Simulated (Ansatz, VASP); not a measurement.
**TiGe in VASP and in Ansatz**

Contents of INCAR:

```
ALGO     = Normal         # electronic algorithm
EDIFF    = 1E-6           # SCF threshold, eV
EDIFFG   = -0.01          # ionic threshold
ENCUT    = 600            # plane-wave cutoff, eV
GGA      = PE             # functional
IBRION   = 2              # ionic algorithm
ISIF     = 3              # what is computed and relaxed
ISMEAR   = 0              # smearing method
LASPH    = True           # aspherical terms in the spheres
LCHARG   = False          # write CHGCAR
LREAL    = False          # projectors in reciprocal space
LWAVE    = False          # write WAVECAR
NELM     = 100            # most SCF steps
NSW      = 100            # ionic steps
PREC     = Accurate       # precision mode
SIGMA    = 0.01           # smearing width, eV
```

File KPOINTS:

```
k-points
0
Gamma
  10 10 10
```

File POSCAR:

```
TiGe
1.0
    0.0000000000      2.9177149298      2.9177149298
    2.9177149298      0.0000000000      2.9177149298
    2.9177149298      2.9177149298      0.0000000000
Ti Ge
1 1
Direct
    0.0000000000      0.0000000000      0.0000000000
    0.7500000000      0.7500000000      0.7500000000
```

Input for Ansatz:

```yaml
crystal:
  lattice:
    - [0.0, 2.9177149298, 2.9177149298]
    - [2.9177149298, 0.0, 2.9177149298]
    - [2.9177149298, 2.9177149298, 0.0]
  atoms:
    - { symbol: Ti, position: [0.0, 0.0, 0.0] }
    - { symbol: Ge, position: [0.75, 0.75, 0.75] }
basis:
  ecutwfc: 420
kpoints:
  mp_grid: { grid: [10, 10, 10] }
hamiltonian:
  xc: pbe
scf:
  occupations: { method: gaussian, width: 0.01 }
output:
  forces: true
  stress: true
  eigenvalues: true
relax:
  adjacent_minimum: "off"
  f_tol: 0.01
  max_steps: 80
  cell: { stress_tol: 0.05 }
```

Change from the starting cell: species swapped into the ZnSe type (F-43m, No. 216).

Alike in both runs: task relaxation of cell and atoms; functional PBE; k mesh 10 × 10 × 10; occupations gaussian, width 0.01 eV; no spin polarisation.

```csv
,VASP,Ansatz
version,VASP 6.6.1,Ansatz 0.2.0
potentials or method,"VASP PAW PBE potentials, release 64 (Ti_sv, Ge_d), cutoff 600 eV","scalar-relativistic, plane waves, PAW"
valence electrons in the cell,26,26
```

```tsv
	VASP	Ansatz	Ansatz less VASP
gap on the k mesh at the Fermi level, each at its own relaxed structure (eV)	0.25	0.25	-0.001
relaxed volume (Å³/atom)	24.98	24.97	-0.009
relaxed cell length with the largest relative difference (Å)	4.134	4.134	-0.0005
```
